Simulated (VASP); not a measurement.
# Pt in VASP: a series of runs, part 2 of 2

VASP 6.6.1. Earlier steps stand in the parts before.

### Step 3. Single point, PBEsol

This run uses another cell than the first one, of 14.17 Å³/atom, 0.973 times its volume.

INCAR

```
  PREC = Accurate
  ENCUT = 520
  EDIFF = 1E-7
  ISMEAR = -1
  SIGMA = 0.05
  LREAL = F
  LASPH = T
  NELM = 100
  ALGO = Normal
  ISIF = 2
  LWAVE = F
  LCHARG = F
  GGA = PS
  NBANDS = 11
```

KPOINTS

```
Automatic mesh
0
Gamma
  12 12 12
```

POSCAR

```
Pt
1.0
    0.0000000000      1.9208454263      1.9208454263
    1.9208454263      0.0000000000      1.9208454263
    1.9208454263      1.9208454263      0.0000000000
Pt
1
Direct
    0.0000000000      0.0000000000      0.0000000000
```

Potentials or basis: VASP PAW PBE potentials, release 64 (Pt).

Run with:

```console
> cat potpaw_PBE.64/Pt/POTCAR > POTCAR
> mpirun -np 1 vasp_std > vasp.out
```

OUTCAR:

```text
PREC = Accurate
   ENCUT = 520
   EDIFF = 1E-7
   ISMEAR = -1
   LREAL = F
   LASPH = T
   NELM = 100
   ISIF = 2
   GGA = PS

 ion  position               nearest neighbor table
   1  0.000  0.000  0.000-

  LATTYP: Found a face centered cubic cell.
 ALAT       =     3.8416908526

  Lattice vectors:

 A1 = (   0.0000000000,   1.9208454263,   1.9208454263)
 A2 = (   1.9208454263,   0.0000000000,   1.9208454263)
 A3 = (   1.9208454263,   1.9208454263,   0.0000000000)

Analysis of symmetry for initial positions (statically):
=====================================================================
 Subroutine PRICEL returns:
 Original cell was already a primitive cell.

 Routine SETGRP: Setting up the symmetry group for a
 face centered cubic supercell.

 Subroutine GETGRP returns: Found 48 space group operations
 (whereof 48 operations were pure point group operations)
 out of a pool of 48 trial point group operations.

The static configuration has the point symmetry O_h .

Analysis of symmetry for dynamics (positions and initial velocities):
[... 160 lines left out ...]
 val. band max:       12.3589142284   @ k =  -0.4167   0.3333   0.0833
 cond. band min:      12.3649897080   @ k =   0.5000   0.4167   0.0833
 fundamental gap:      0.0060754795
 Fermi energy:        12.3599666571

 k-point     1 :       0.0000    0.0000    0.0000
  band No.  band energies     occupation
      1       1.3156      2.00000
      2       8.1320      2.00000
      3       8.1320      2.00000
      4       8.1320      2.00000
      5      10.5442      2.00000
      6      10.5443      2.00000
      7      26.7570      0.00000
      8      32.0710      0.00000
      9      32.0710      0.00000
     10      32.0710      0.00000
     11      37.5979      0.00000
[... 309 lines left out ...]
 k-point    24 :      -0.4167    0.1667    0.0000
  band No.  band energies     occupation
      1       5.1673      2.00000
      2       7.4046      2.00000
      3       8.8106      2.00000
      4       9.0914      2.00000
      5      12.0176      1.99788
      6      15.4687      0.00000
      7      18.7540      0.00000
      8      27.3904      0.00000
      9      29.5430      0.00000
     10      31.4087      0.00000
     11      39.8712      0.00000

 [... further k-points ...]
[... 5 lines left out ...]
  --------------------------------------------------------------------------------------
  -------------------------------------------------------------------------------------
  Total        1.7375565      1.7375565      1.7375565      0.0000000      0.0000000      0.0000000
  in kB      196.4003573    196.4003573    196.4003573      0.0000000      0.0000000      0.0000000
  external PRESSURE =     196.4003573 kB  Pullay stress =       0.0000000 kB

 VOLUME and BASIS-vectors are now :
 -----------------------------------------------------------------------------
  energy-cutoff  :      520.00
  volume of cell :       14.17
      direct lattice vectors                 reciprocal lattice vectors
     0.000000000  1.920845426  1.920845426    -0.260302049  0.260302049  0.260302049
     1.920845426  0.000000000  1.920845426     0.260302049 -0.260302049  0.260302049
     1.920845426  1.920845426  0.000000000     0.260302049  0.260302049 -0.260302049

 POSITION                                       TOTAL-FORCE (eV/Angst)
 -----------------------------------------------------------------------------------
      0.00000      0.00000      0.00000         0.000000      0.000000      0.000000
 -----------------------------------------------------------------------------------
    total drift:                                0.000000     -0.000000     -0.000000

  FREE ENERGIE OF THE ION-ELECTRON SYSTEM (eV)
  ---------------------------------------------------
  free  energy   TOTEN  =        -6.9233286187 eV

  energy  without entropy=       -6.9085087866  energy(sigma->0) =       -6.91591870
```

It took 20 s on 1 thread of Intel Xeon 8259CL, shared host; peak memory 0.13 GiB.

Results:

| Item | Value |
| --- | --- |
| Free energy | -6.9233 eV |
| Pressure | 19.6 GPa |
| Band gap on the k mesh | zero (band 5 reaches 12.91 eV, above the bottom of band 6 at 10.42 eV) |

Caveat: the PAW data sets were made with another functional, which shifts forces and pressure a little; spin-orbit coupling is left out, which moves the levels of the heavy elements.

### Step 4. Single point, PBE

This run uses another cell than the first one, of 15.08 Å³/atom, 1.035 times its volume.

INCAR

```
SYSTEM = Pt
PREC = Accurate
ENCUT = 520
EDIFF = 1E-6
ISMEAR = -1
SIGMA = 0.05
LREAL = .FALSE.
LASPH = .TRUE.
NELM = 60
ALGO = Normal
ISIF = 2
LWAVE = .FALSE.
LCHARG = .FALSE.
GGA = PE
NBANDS = 11
```

KPOINTS

```
regular mesh
0
G
  10 10 10
  0 0 0
```

POSCAR

```
Pt
1.0
    0.0196090000      1.9609000000      1.9609000000
    1.9609000000      0.0196090000      1.9609000000
    1.9805090000      1.9805090000      0.0000000000
Pt
1
Direct
    0.0000000000      0.0000000000      0.0000000000
```

Run with:

```console
> cat potpaw_PBE.64/Pt/POTCAR > POTCAR
> mpirun -np 1 vasp_std > vasp.out
```

It took 46 s on 1 thread of Intel Xeon 8259CL, shared host; peak memory 0.16 GiB.

It converged, with:

```
Free energy            : -6.0713 eV
Pressure               : 9.9 GPa
Band gap on the k mesh : zero (band 5 reaches 11.78 eV, above the bottom of band 6 at 9.55 eV)
```

Stress tensor (GPa, compression positive):
```
 9.99 -1.85  0.00
-1.85  9.99  0.00
 0.00  0.00  9.59
```

Levels at points of the mesh, in eV from the Fermi level:
```csv
k point,band 1,band 2,band 3,band 4,band 5,band 6,band 7,band 8,band 9,band 10
"(0.00, 0.00, 0.00)",-10.23,-3.92,-3.82,-3.68,-1.64,-1.64,14.62,19.27,19.60,19.92
"(0.50, 0.00, 0.00)",-7.31,-3.99,-3.77,-0.40,-0.01,0.11,5.98,14.12,18.68,18.96
"(0.50, 0.50, 0.00)",-7.10,-6.63,-0.01,0.47,0.50,1.77,8.87,11.01,11.76,20.11
"(0.00, 0.00, 0.50)",-7.37,-3.97,-3.74,-0.57,-0.05,0.06,5.69,14.26,18.98,19.27
"(0.50, 0.00, 0.50)",-7.09,-6.63,-0.02,0.48,0.49,1.77,8.88,11.38,11.38,20.14
```

Caveat: spin-orbit coupling is left out, which moves the levels of the heavy elements.

### Step 5. Single point, PBE

This run uses another cell than the first one, of 15.07 Å³/atom, 1.034 times its volume.

INCAR

```
ALGO = Normal
EDIFF = 1E-6
ENCUT = 520
GGA = PE
ISIF = 2
ISMEAR = -1
LASPH = T
LCHARG = F
LREAL = F
LWAVE = F
NBANDS = 11
NELM = 60
PREC = Accurate
SIGMA = 0.05
```

KPOINTS

```
k-points
0
Gamma
  10 10 10
```

POSCAR

```
Pt
1.0
    0.0392180000      1.9609000000      1.9609000000
    1.9609000000      0.0392180000      1.9609000000
    2.0001180000      2.0001180000      0.0000000000
Pt
1
Direct
    0.0000000000      0.0000000000      0.0000000000
```

Run with:

```console
> cat potpaw_PBE.64/Pt/POTCAR > POTCAR
> mpirun -np 1 vasp_std > vasp.out
```

Run time: 48 s. Hardware: 1 thread of Intel Xeon 8259CL, shared host; peak memory 0.16 GiB.

It converged, with:

| Property | Result |
| --- | --- |
| Free energy | -6.0659 eV |
| Pressure | 10.2 GPa |
| Band gap on the k mesh | zero (band 5 reaches 11.81 eV, above the bottom of band 6 at 9.52 eV) |

Stress tensor (GPa, compression positive):
```
10.74 -3.61  0.00
-3.61 10.74  0.00
 0.00  0.00  9.27
```

Levels at points of the mesh, in eV from the Fermi level:
```
           k point  band 3  band 4  band 5  band 6  band 7  band 8
(0.00, 0.00, 0.00)   -3.86   -3.55   -1.63   -1.61   14.60   18.96
(0.50, 0.00, 0.00)   -3.66   -0.31   -0.04    0.18    6.14   14.05
(0.50, 0.50, 0.00)    0.00    0.46    0.52    1.77    8.87   10.65
(0.00, 0.00, 0.50)   -3.61   -0.65   -0.14    0.10    5.57   14.34
(0.50, 0.00, 0.50)   -0.05    0.47    0.53    1.78    8.91   11.39
```

Caveat: spin-orbit coupling is left out, which moves the levels of the heavy elements.

### Step 6. Summary

| level | cell | k mesh | gap on the mesh (eV) | pressure (GPa) |
| --- | --- | --- | --- | --- |
| PBEsol | a = 2.742 Å, angles 60.0°, 1 atom | 12 × 12 × 12 | none | 9.6 |
| PBEsol | a = 2.716 Å, angles 60.0°, 1 atom | 12 × 12 × 12 | none | 19.6 |
| PBE | a = 2.773, b = 2.773, c = 2.801 Å, angles 59.7, 59.7, 59.3°, 1 atom | 10 × 10 × 10 | none | 9.9 |
| PBE | a = 2.773, b = 2.773, c = 2.829 Å, angles 59.3, 59.3, 58.7°, 1 atom | 10 × 10 × 10 | none | 10.2 |

Alike in all rows: task single point; potentials or basis VASP PAW PBE potentials, release 64 (Pt); no spin polarisation; cutoff (eV) 520; smearing fermi-dirac 0.05 eV.

Caveats: spin-orbit coupling is left out, which moves the levels of the heavy elements; the PAW data sets were made with another functional, which shifts forces and pressure a little (some runs).

Absolute energies hang on the potentials; compare differences alone.
